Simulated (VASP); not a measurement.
# I (Cmce) in VASP: notebook, part 2 of 2

VASP 6.6.1.

### Step 4. Single point, PBE

This run uses another cell than the first one, of 42.63 Å³/atom, 1.042 times its volume.

The input, INCAR:

```
PREC = Accurate
ENCUT = 520
EDIFF = 1E-6
ISMEAR = -1
SIGMA = 0.05
LREAL = False
LASPH = True
NELM = 60
ALGO = Normal
ISIF = 2
LWAVE = False
LCHARG = False
GGA = PE
NBANDS = 22
```

The input, KPOINTS:

```
Automatic mesh
0
Gamma
  7 7 3
```

The input, POSCAR:

```
I
1.0
    3.6350350000     -2.3950200000      0.0000000000
    3.6350350000      2.3950200000      0.0000000000
    0.0000000000      0.0000000000      9.7934400000
I
4
Direct
    0.6493000000      0.3507000000      0.3844000000
    0.1493000000      0.8507000000      0.1156000000
    0.3507000000      0.6493000000      0.6156000000
    0.8507000000      0.1493000000      0.8844000000
```

Run with:

```bash
cat potpaw_PBE.64/I/POTCAR > POTCAR
mpirun -np 1 vasp_std > vasp.out
```

It took 78 s on 1 thread of AMD EPYC 9R14 (Zen 4), shared host; peak memory 0.26 GiB.

Results (log left out):

```yaml
Free_energy: -5.8888 eV
Pressure: 1.7 GPa
Largest_force: 0.844 eV/Å
Band_gap_on_the_k_mesh: 1.33 eV, indirect (least direct gap 1.41 eV)
```

Forces in eV/Å, atoms in the order of the input:
```
I    0.000 -0.394 -0.747
I    0.000 -0.394  0.747
I    0.000  0.394  0.747
I    0.000  0.394 -0.747
```

Stress tensor (GPa, compression positive):
```
1.24 0.00 0.00
0.00 1.31 0.00
0.00 0.00 2.68
```

Levels at points of the mesh, in eV from the valence-band top:
```
           k point  band 12  band 13  band 14  band 15  band 16  band 17
(0.00, 0.00, 0.00)    -0.53    -0.07     0.00     1.41     2.25     5.29
```

Caveat: spin-orbit coupling is left out, which moves the levels of the heavy elements.

### Step 5. Single point, PBE

This run uses another cell than the first one, of 43.48 Å³/atom, 1.063 times its volume.

The input, INCAR:

```
  PREC = Accurate
  ENCUT = 520
  EDIFF = 1E-7
  ISMEAR = -1
  SIGMA = 0.05
  LREAL = F
  LASPH = T
  NELM = 60
  ALGO = Normal
  ISIF = 2
  LWAVE = F
  LCHARG = F
  GGA = PE
  NBANDS = 22
```

KPOINTS is that of step 4.

The input, POSCAR:

```
I
1.0
    3.6591087810     -2.4108815219      0.0000000000
    3.6591087810      2.4108815219      0.0000000000
    0.0000000000      0.0000000000      9.8582991087
I
4
Direct
    0.6493000000      0.3507000000      0.3844000000
    0.1493000000      0.8507000000      0.1156000000
    0.3507000000      0.6493000000      0.6156000000
    0.8507000000      0.1493000000      0.8844000000
```

Run with:

```bash
cat potpaw_PBE.64/I/POTCAR > POTCAR
mpirun -np 1 vasp_std > vasp.out
```

It took 87 s on 1 thread of AMD EPYC 9R14 (Zen 4), shared host; peak memory 0.29 GiB.

The run converged. Its results:

* Free energy: -5.9202 eV
* Pressure: 1.2 GPa
* Largest force: 0.671 eV/Å
* Band gap on the k mesh: 1.29 eV, indirect (least direct gap 1.36 eV)

Forces on the atoms (eV/Å):
```
I    0.000 -0.290 -0.606
I    0.000 -0.290  0.606
I    0.000  0.290  0.606
I    0.000  0.290 -0.606
```

Stress tensor (GPa, compression positive):
```
1.11 0.00 0.00
0.00 0.81 0.00
0.00 0.00 1.70
```

Levels at points of the mesh, in eV from the valence-band top:
| k point | band 10 | band 11 | band 12 | band 13 | band 14 | band 15 | band 16 | band 17 | band 18 | band 19 |
| --- | --- | --- | --- | --- | --- | --- | --- | --- | --- | --- |
| (0.00, 0.00, 0.00) | -1.11 | -1.08 | -0.52 | -0.07 | 0.00 | 1.36 | 2.19 | 5.30 | 5.34 | 5.50 |

Caveat: spin-orbit coupling is left out, which moves the levels of the heavy elements. PBE gaps usually lie below the measured ones, often by a third to a half.

### Step 6. Single point, PBE

This run uses another cell than the first one, of 44.34 Å³/atom, 1.083 times its volume.

INCAR: that of step 5 with these lines changed.

```diff
@@ -2,3 +2,3 @@
   ENCUT = 520
-  EDIFF = 1E-7
+  EDIFF = 1E-6
   ISMEAR = -1
@@ -7,3 +7,3 @@
   LASPH = T
-  NELM = 60
+  NELM = 100
   ALGO = Normal
```

The input, KPOINTS:

```
regular mesh
0
Gamma
  7 7 3
```

The input, POSCAR:

```
I
1.0
    3.6828698935     -2.4265370353      0.0000000000
    3.6828698935      2.4265370353      0.0000000000
    0.0000000000      0.0000000000      9.9223158317
I
4
Direct
    0.6493000000      0.3507000000      0.3844000000
    0.1493000000      0.8507000000      0.1156000000
    0.3507000000      0.6493000000      0.6156000000
    0.8507000000      0.1493000000      0.8844000000
```

Potentials or basis: VASP PAW PBE potentials, release 64 (I).

Run with:

```bash
cat potpaw_PBE.64/I/POTCAR > POTCAR
mpirun -np 1 vasp_std > vasp.out
```

OUTCAR:

```text
PREC = Accurate
   ENCUT = 520
   EDIFF = 1E-6
   ISMEAR = -1
   LREAL = F
   LASPH = T
   NELM = 100
   ISIF = 2
   GGA = PE

 ion  position               nearest neighbor table
   1  0.649  0.351  0.384-   3 2.71
   2  0.149  0.851  0.116-   4 2.71
   3  0.351  0.649  0.616-   1 2.71
   4  0.851  0.149  0.884-   2 2.71

  LATTYP: Found a base centered orthorhombic cell.
 ALAT       =     4.8530740706
 B/A-ratio  =     1.5177472422
 C/A-ratio  =     2.0445424256

  Lattice vectors:

 A1 = (  -3.6828698935,  -2.4265370353,   0.0000000000)
 A2 = (   3.6828698935,  -2.4265370353,   0.0000000000)
 A3 = (   0.0000000000,   0.0000000000,   9.9223158317)

Analysis of symmetry for initial positions (statically):
=====================================================================
 Subroutine PRICEL returns:
 Original cell was already a primitive cell.

 Routine SETGRP: Setting up the symmetry group for a
 base centered orthorhombic supercell.

 Subroutine GETGRP returns: Found  8 space group operations
 (whereof  4 operations were pure point group operations)
 out of a pool of  8 trial point group operations.

The static configuration has the point symmetry C_2h.
 The point group associated with its full space group is D_2h.

Analysis of symmetry for dynamics (positions and initial velocities):
=====================================================================
 Subroutine PRICEL returns:
 Original cell was already a primitive cell.

 Routine SETGRP: Setting up the symmetry group for a
 base centered orthorhombic supercell.

 Subroutine GETGRP returns: Found  8 space group operations
 (whereof  4 operations were pure point group operations)
 out of a pool of  8 trial point group operations.

The dynamic configuration has the point symmetry C_2h.
 The point group associated with its full space group is D_2h.

 Subroutine INISYM returns: Found  8 space group operations
 (whereof  4 operations are pure point group operations),
[... 112 lines left out ...]
   NUPDOWN=      -1.0000    fix difference up-down
   EMIN   =  10.00;   EMAX   =-10.00  energy-range for DOS
   EFERMI =   0.00;   METHOD = LEGACY
   ISMEAR =    -1;   SIGMA  =   0.05  broadening in eV -4-tet -1-fermi 0-gaus
   EFERMI_NEDOS =   21; number of points for ismear=-14 and -15
   IALGO  =     38    algorithm
   IMIX   =      4    mixing-type and parameters
     AMIX     =   0.40;   BMIX     =  1.00
     AMIX_MAG =   1.60;   BMIX_MAG =  1.00
  volume/ion in A,a.u.               =      44.34       299.19
  Fermi-wavevector in a.u.,A,eV,Ry     =   0.884821  1.672069 10.652111  0.782908
  Thomas-Fermi vector in A             =   2.005772
   LORBIT       =      0    0 simple, 1 ext, 2 COOP (PROOUT), +10 PAW based schemes
   GGA     = PE    functional components
   LHFCALC =     F    Hartree Fock is set to
   AEXX    =    0.0000 exact exchange contribution
   IVDW    =     0    specifies the selected vdW correction
   LEPSILON=     F    determine dielectric tensor
   LRPA    =     F    only Hartree local field effects (RPA)
 non-spin polarized calculation
  energy-cutoff  :      520.00
  volume of cell :      177.34
 maximum number of plane-waves:      4791
 NGX is ok and might be reduce to    36
   NGX = 17   NGY = 17   NGZ = 37

 number of electron      28.0000001 magnetization

 Free energy of the ion-electron system (eV)
  ---------------------------------------------------
  ext. energy  EPLUGINS =         0.00000000
  ---------------------------------------------------
  free energy    TOTEN  =        -5.94078353 eV

  energy without entropy =       -5.94078263  energy(sigma->0) =       -5.94078308

 E-fermi :   2.7465     XC(G=0):  -7.8469

 val. band max:        2.1177180214   @ k =   0.0000   0.0000   0.0000
 cond. band min:       3.3683896722   @ k =   0.4286   0.4286   0.0000
 fundamental gap:      1.2506716508
 Fermi energy:         2.7464917872

 k-point     1 :       0.0000    0.0000    0.0000
  band No.  band energies     occupation
      1     -11.2463      2.00000
      2     -10.8197      2.00000
      3      -9.3040      2.00000
      4      -8.4548      2.00000
      5      -2.2252      2.00000
      6      -0.9840      2.00000
[... 589 lines left out ...]
     21      10.1632      0.00000
     22      10.5578      0.00000

 [... further k-points ...]
[... 5 lines left out ...]
  --------------------------------------------------------------------------------------
  -------------------------------------------------------------------------------------
  Total        1.1005677      0.3957087      0.9127570      0.0000000     -0.0000000      0.0000000
  in kB        9.9428525      3.5749486      8.2461158      0.0000000     -0.0000000      0.0000000
  external PRESSURE =       7.2546389 kB  Pullay stress =       0.0000000 kB

 VOLUME and BASIS-vectors are now :
 -----------------------------------------------------------------------------
  energy-cutoff  :      520.00
  volume of cell :      177.34
      direct lattice vectors                 reciprocal lattice vectors
     3.682869893 -2.426537035  0.000000000     0.135763688 -0.206054963  0.000000000
     3.682869893  2.426537035  0.000000000     0.135763688  0.206054963  0.000000000
     0.000000000  0.000000000  9.922315832     0.000000000  0.000000000  0.100782924

 POSITION                                       TOTAL-FORCE (eV/Angst)
 -----------------------------------------------------------------------------------
      3.68287     -0.72456      3.81414         0.000000     -0.194391     -0.475255
      3.68287      1.70197      1.14702         0.000000     -0.194391      0.475255
      3.68287      0.72456      6.10818         0.000000      0.194391      0.475255
      3.68287     -1.70197      8.77530         0.000000      0.194391     -0.475255
 -----------------------------------------------------------------------------------
    total drift:                               -0.000000     -0.000000     -0.000000

  FREE ENERGIE OF THE ION-ELECTRON SYSTEM (eV)
  ---------------------------------------------------
  free  energy   TOTEN  =        -5.9407835297 eV

  energy  without entropy=       -5.9407826253  energy(sigma->0) =       -5.94078308
```

stdout:

```text
POSCAR found type information on POSCAR I
 POSCAR found :  1 types and       4 ions
 scaLAPACK will be used
 LDA part: xc-table for (Slater+PW92), standard interpolation
 POSCAR, INCAR and KPOINTS ok, starting setup
 FFT: planning ... GRIDC
 FFT: planning ... GRID_SOFT
 FFT: planning ... GRID
 WAVECAR not read
 entering main loop
```

It took 76 s on 1 thread of AMD EPYC 9R14 (Zen 4), shared host; peak memory 0.3 GiB.

What came out:

```yaml
Free_energy: -5.9408 eV
Pressure: 0.7 GPa
Largest_force: 0.513 eV/Å
Band_gap_on_the_k_mesh: 1.25 eV, indirect (least direct gap 1.31 eV)
```

Forces in eV/Å, atoms in the order of the input:
```
I    0.000 -0.194 -0.475
I    0.000 -0.194  0.475
I    0.000  0.194  0.475
I    0.000  0.194 -0.475
```

Stress tensor (GPa, compression positive):
```
0.99 0.00 0.00
0.00 0.36 0.00
0.00 0.00 0.82
```

Caveat: spin-orbit coupling is left out, which moves the levels of the heavy elements.

### Step 7. The runs side by side

```csv
cell,gap on the mesh (eV),pressure (GPa),largest force (eV/Å)
"a = 4.294, b = 4.294, c = 9.661 Å, angles 90.0, 90.0, 66.8°, 4 atoms",1.43,3.0,1.23
"a = 4.324, b = 4.324, c = 9.728 Å, angles 90.0, 90.0, 66.8°, 4 atoms",1.38,2.3,1.03
"a = 4.353, b = 4.353, c = 9.793 Å, angles 90.0, 90.0, 66.8°, 4 atoms",1.33,1.7,0.84
"a = 4.382, b = 4.382, c = 9.858 Å, angles 90.0, 90.0, 66.8°, 4 atoms",1.29,1.2,0.67
"a = 4.410, b = 4.410, c = 9.922 Å, angles 90.0, 90.0, 66.8°, 4 atoms",1.25,0.7,0.51
```

Alike in all rows: task single point; level PBE; potentials or basis VASP PAW PBE potentials, release 64 (I); no spin polarisation; k mesh 7 × 7 × 3; cutoff (eV) 520; smearing fermi-dirac 0.05 eV.

Caveats: spin-orbit coupling is left out, which moves the levels of the heavy elements; forces of over 1 eV/Å act on the atoms, so gaps and moduli don't describe the material at rest (some runs).

Total energies depend on the potentials used, so only differences within one code and one set of settings carry meaning.
